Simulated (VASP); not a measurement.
A run of VASP 6.6.1 is set up as follows.

The input POSCAR:

```
Hf
1.0
    0.0000000000      2.2200000000      2.3088000000
    2.2200000000      0.0000000000      2.3088000000
    2.2200000000      2.2200000000      0.0000000000
Hf
1
Direct
    0.0000000000      0.0000000000      0.0000000000
```

The input INCAR.step1:

```
  PREC = Accurate
  ENCUT = 520
  ISMEAR = 0
  SIGMA = 0.15
  LREAL = F
  LASPH = T
  NELM = 80
  NBANDS = 11
  GGA = PE
  ALGO = Normal
  EDIFF = 1E-4
  LWAVE = T
  LCHARG = F
```

The input INCAR.step2:

```
  PREC = Accurate
  ENCUT = 520
  EDIFF = 1E-6
  ISMEAR = 0
  SIGMA = 0.15
  LREAL = F
  LASPH = T
  NELM = 80
  ALGO = Normal
  ISIF = 2
  LWAVE = F
  LCHARG = T
  METAGGA = R2SCAN
  LMIXTAU = T
  LELF = T
  LVHAR = T
  NBANDS = 11
  ISTART = 1
```

Contents of KPOINTS:

```
regular mesh
0
Gamma
  18 18 18
```

Potentials or basis: VASP PAW PBE potentials, release 64 (Hf_pv).

Run with:

```bash
$ cat potpaw_PBE.64/Hf_pv/POTCAR > POTCAR
$ cp INCAR.step1 INCAR
$ mpirun -np 1 vasp_std > vasp.out
$ cp INCAR.step2 INCAR
$ mpirun -np 1 vasp_std > vasp.out
```

(1) Estimate the pressure.

(2) What does it give for the band gap on the k mesh?

## Answers

(1) -1.9 GPa.

(2) zero (bands 5 and 6 overlap by 2.03 eV).

Caveat: the cell differs from its parent crystal (strain +0.000 along x and y, +0.040 along z); the PAW data sets were made with another functional, which shifts forces and pressure a little; spin-orbit coupling is left out, which moves the levels of the heavy elements.
